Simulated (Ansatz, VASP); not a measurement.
# One calculation of C, two programs

The input INCAR:

```
PREC = Accurate
ENCUT = 520
EDIFF = 1E-6
ISMEAR = 0
SIGMA = 0.05
LREAL = False
LASPH = True
NELM = 80
ALGO = Normal
ISIF = 2
LWAVE = False
LCHARG = False
GGA = PE
NBANDS = 11
```

KPOINTS

```
regular mesh
0
Gamma
  12 12 12
```

The input POSCAR:

```
C
1.0
    0.0000000000      2.0587849117      1.3382101926
    2.0587849117      0.0000000000      1.3382101926
    2.0587849117      2.0587849117      0.0000000000
C
2
Direct
    0.5000000000      0.5000000000      0.5000000000
    0.7500000000      0.7500000000      0.7500000000
```

Input for Ansatz:

```yaml
crystal:
  lattice:
    - [0.0, 2.0587849117, 1.3382101926]
    - [2.0587849117, 0.0, 1.3382101926]
    - [2.0587849117, 2.0587849117, 0.0]
  atoms:
    - { symbol: C, position: [0.5, 0.5, 0.5] }
    - { symbol: C, position: [0.75, 0.75, 0.75] }
basis:
  ecutwfc: 420
kpoints:
  mp_grid: { grid: [12, 12, 12] }
hamiltonian:
  xc: pbe
scf:
  occupations: { method: gaussian, width: 0.05 }
output:
  forces: true
  stress: true
  eigenvalues: true
```

Alike in both runs: task single point; functional PBE; k mesh 12 × 12 × 12; occupations gaussian, width 0.05 eV; no spin polarisation.

|  | VASP | Ansatz |
| --- | --- | --- |
| version | VASP 6.6.1 | Ansatz 0.2.0 |
| potentials or method | VASP PAW PBE potentials, release 64 (C), cutoff 520 eV | scalar-relativistic, plane waves, PAW |
| valence electrons in the cell | 8 | 8 |

Ansatz gave:

```
gap on the k mesh at the Fermi level (eV)                     : none
pressure (GPa)                                                : 1.5
traceless stress, the component that is largest in VASP (GPa) : 126.31
```

Estimate VASP's values.

gap on the k mesh at the Fermi level (eV): none; pressure (GPa): 2.0; traceless stress, the component that is largest in VASP (GPa): 126.03.

A gap of «none» marks a metal or a gap that the smearing closes. With one functional, cell and mesh, what is left measures potentials, basis and numerics.
